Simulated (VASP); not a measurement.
# Sn (I4_1/amd) in VASP: notebook, part 2 of 2

VASP 6.6.1.

**5. Single point, PBEsol**

This run uses another cell than the first one, of 23.39 Å³/atom, 0.861 times its volume.

Input file INCAR:

```
  PREC = Accurate
  ENCUT = 520
  EDIFF = 1E-6
  ISMEAR = 0
  SIGMA = 0.1
  LREAL = False
  LASPH = True
  NELM = 60
  ALGO = Normal
  ISIF = 2
  LWAVE = False
  LCHARG = True
  GGA = PS
  LELF = True
  LVHAR = True
  NBANDS = 21
```

Input file KPOINTS:

```
Automatic mesh
0
Gamma
  8 8 8
```

Input file POSCAR:

```
Sn
1.0
   -2.7653751321      2.7653751321      1.5295651222
    2.7653751321     -2.7653751321      1.5295651222
    2.7653751321      2.7653751321     -1.5295651222
Sn
2
Direct
    0.0000000000      0.0000000000      0.0000000000
    0.7500000000      0.2500000000      0.5000000000
```

Command:

```sh
$ cat potpaw_PBE.64/Sn_d/POTCAR > POTCAR
$ mpirun -np 1 vasp_std > vasp.out
```

Wall time 16 s (1 thread of Intel Xeon 6975P-C (Granite Rapids), shared host); peak memory 0.19 GiB.

It converged, with:

```
Free energy            : -8.3003 eV
Pressure               : 10.9 GPa
Band gap on the k mesh : zero (band 14 reaches 11.77 eV, above the bottom of band 15 at 7.29 eV)
```

Stress tensor (GPa, compression positive):
```
10.82  0.00  0.00
 0.00 10.82  0.00
 0.00  0.00 11.07
```

Levels at points of the mesh, in eV from the Fermi level:
| k point | band 11 | band 12 | band 13 | band 14 | band 15 | band 16 | band 17 | band 18 |
| --- | --- | --- | --- | --- | --- | --- | --- | --- |
| (0.00, 0.00, 0.00) | -12.32 | -2.97 | -2.31 | -2.31 | 2.81 | 7.16 | 7.16 | 7.70 |
| (0.50, 0.00, 0.00) | -7.36 | -6.03 | -2.12 | -1.98 | -1.48 | 2.09 | 3.26 | 5.51 |
| (0.50, 0.50, 0.00) | -9.72 | -9.72 | 0.70 | 0.70 | 2.03 | 2.03 | 6.39 | 6.39 |
| (0.50, 0.50, 0.50) | -7.87 | -7.87 | -5.69 | -5.69 | 5.26 | 5.26 | 11.19 | 11.19 |

Caveat: the PAW data sets were made with another functional, which shifts forces and pressure a little; spin-orbit coupling is left out, which moves the levels of the heavy elements.

**6. Relaxation of cell and atoms, PBEsol, target pressure 10.9 GPa, at which the enthalpy is minimised**

This run uses another cell than the first one, of 23.39 Å³/atom, 0.861 times its volume.

Input file INCAR:

```
SYSTEM = Sn
  PREC = Accurate
  ENCUT = 600
  EDIFF = 1E-7
  ISMEAR = 0
  SIGMA = 0.1
  LREAL = .False.
  LASPH = .True.
  NELM = 60
  ALGO = Normal
  ISIF = 3
  LWAVE = .False.
  LCHARG = .False.
  GGA = PS
  IBRION = 2
  NSW = 80
  EDIFFG = -0.05
  PSTRESS = 109.0
```

Input file KPOINTS:

```
Automatic mesh
0
Gamma
  8 8 8
  0 0 0
```

POSCAR is that of step 5.

Potentials or basis: VASP PAW PBE potentials, release 64 (Sn_d).

Command:

```sh
$ cat potpaw_PBE.64/Sn_d/POTCAR > POTCAR
$ mpirun -np 1 vasp_std > vasp.out
```

OUTCAR:

```text
SYSTEM = Sn
   PREC = Accurate
   ENCUT = 600
   EDIFF = 1E-7
   ISMEAR = 0
   LREAL = .False.
   LASPH = .True.
   NELM = 60
   ISIF = 3
   GGA = PS
   IBRION = 2
   NSW = 80
   EDIFFG = -0.05
   PSTRESS = 109.0

 ion  position               nearest neighbor table
   1  0.000  0.000  0.000-   2 2.87   2 2.87   2 2.87   2 2.87   2 3.59   2 3.59   2 3.59   2 3.59

   2  0.750  0.250  0.500-   1 2.87   1 2.87   1 2.87   1 2.87   1 3.59   1 3.59   1 3.59   1 3.59

  LATTYP: Found a body centered tetragonal cell.
 ALAT       =     5.5307502642
 C/A-ratio  =     0.5531130675

  Lattice vectors:

[... 699 lines left out ...]
  --------------------------------------------------------------------------------------
  -------------------------------------------------------------------------------------
  Total        3.1754795      3.1754795      3.2448231      0.0000000      0.0000000      0.0000000
  in kB      108.7386211    108.7386211    111.1131698      0.0000000      0.0000000      0.0000000
  external PRESSURE =       0.5301373 kB  Pullay stress =     109.0000000 kB

 VOLUME and BASIS-vectors are now :
 -----------------------------------------------------------------------------
  energy-cutoff  :      600.00
  volume of cell :       46.79
      direct lattice vectors                 reciprocal lattice vectors
    -2.765375132  2.765375132  1.529565122     0.000000000  0.180807296  0.326890299
     2.765375132 -2.765375132  1.529565122     0.180807296  0.000000000  0.326890299
     2.765375132  2.765375132 -1.529565122     0.180807296  0.180807296  0.000000000

 POSITION                                       TOTAL-FORCE (eV/Angst)
 -----------------------------------------------------------------------------------
      0.00000      0.00000      0.00000        -0.000000      0.000000     -0.000000
      0.00000      2.76538      0.76478         0.000000     -0.000000      0.000000
 -----------------------------------------------------------------------------------
    total drift:                               -0.000000      0.000000     -0.000000

  FREE ENERGIE OF THE ION-ELECTRON SYSTEM (eV)
  ---------------------------------------------------
  free  energy   TOTEN  =        -8.3009405454 eV

  energy  without entropy=       -8.2944442024  energy(sigma->0) =       -8.29769237

  enthalpy is  TOTEN    =        -5.1178280669 eV   P V=        3.1831124785

 reached required accuracy - stopping structural energy minimisation
```

CONTCAR:

```text
Sn
   1.00000000000000
    -2.7653751321000000    2.7653751321000000    1.5295651222000000
     2.7653751321000000   -2.7653751321000000    1.5295651222000000
     2.7653751321000000    2.7653751321000000   -1.5295651222000000
  Sn
     2
Direct
     0.0000000000000000    0.0000000000000000    0.0000000000000000
     0.7500000000000000    0.2500000000000000    0.5000000000000000

  0.00000000E+00  0.00000000E+00  0.00000000E+00
  0.00000000E+00  0.00000000E+00  0.00000000E+00
```

Run time: 24 s. Hardware: 1 thread of Intel Xeon 6975P-C (Granite Rapids), shared host; peak memory 0.22 GiB.

Results:

```
Free energy             : -8.3009 eV
Pressure after relaxing : 11.0 GPa
Band gap on the k mesh  : zero (band 14 reaches 11.77 eV, above the bottom of band 15 at 7.29 eV)
```

Stress tensor (GPa, compression positive):
```
10.87  0.00  0.00
 0.00 10.87  0.00
 0.00  0.00 11.11
```

Final structure:
```cif
data_structure
_symmetry_space_group_name_H-M 'P 1'
_symmetry_Int_Tables_number 1
_cell_length_a 4.1993
_cell_length_b 4.1993
_cell_length_c 4.1993
_cell_angle_alpha 97.624
_cell_angle_beta 97.624
_cell_angle_gamma 137.278
_cell_volume 46.79
loop_
_atom_site_label
_atom_site_type_symbol
_atom_site_fract_x
_atom_site_fract_y
_atom_site_fract_z
_atom_site_occupancy
Sn1 Sn 0.00000 0.00000 0.00000 1
Sn2 Sn 0.75000 0.25000 0.50000 1
```

Levels at points of the mesh, in eV from the Fermi level:
| k point | band 10 | band 11 | band 12 | band 13 | band 14 | band 15 | band 16 | band 17 | band 18 |
| --- | --- | --- | --- | --- | --- | --- | --- | --- | --- |
| (0.00, 0.00, 0.00) | -21.04 | -12.32 | -2.97 | -2.31 | -2.31 | 2.82 | 7.16 | 7.16 | 7.70 |
| (0.50, 0.00, 0.00) | -21.14 | -7.36 | -6.03 | -2.12 | -1.98 | -1.48 | 2.09 | 3.26 | 5.51 |
| (0.50, 0.50, 0.00) | -21.23 | -9.72 | -9.72 | 0.70 | 0.70 | 2.03 | 2.03 | 6.39 | 6.39 |
| (0.50, 0.50, 0.50) | -21.33 | -7.87 | -7.87 | -5.69 | -5.69 | 5.26 | 5.26 | 11.19 | 11.19 |

Caveat: the relaxation stopped at its first step, so nothing moved; the cell is relaxed towards a set pressure, so the enthalpy falls and the energy may rise; the PAW data sets were made with another functional, which shifts forces and pressure a little; spin-orbit coupling is left out, which moves the levels of the heavy elements.

**7. The runs side by side**

```tsv
task	cell	k mesh	cutoff (eV)	gap on the mesh (eV)	pressure (GPa)
single point	a = 4.426 Å, angles 97.5, 97.5, 137.8°, 2 atoms	6 × 6 × 6	520	none	-0.7
relaxation of cell and atoms	relaxed from a = 4.426 Å, angles 97.5, 97.5, 137.8°, 2 atoms	16 × 16 × 16	600	none	0.0
single point	a = 4.199 Å, angles 97.6, 97.6, 137.3°, 2 atoms	8 × 8 × 8	520	none	10.9
relaxation of cell and atoms	relaxed to 10.9 GPa from a = 4.199 Å, angles 97.6, 97.6, 137.3°, 2 atoms	8 × 8 × 8	600	none	11.0
```

Alike in all rows: level PBEsol; potentials or basis VASP PAW PBE potentials, release 64 (Sn_d); no spin polarisation; smearing gaussian 0.1 eV.

Caveats: some runs use coarse meshes; the PAW data sets were made with another functional, which shifts forces and pressure a little; spin-orbit coupling is left out, which moves the levels of the heavy elements; the relaxation stopped at its first step, so nothing moved (some runs); the cell is relaxed towards a set pressure, so the enthalpy falls and the energy may rise (some runs).

Total energies depend on the potentials used, so only differences within one code and one set of settings carry meaning.
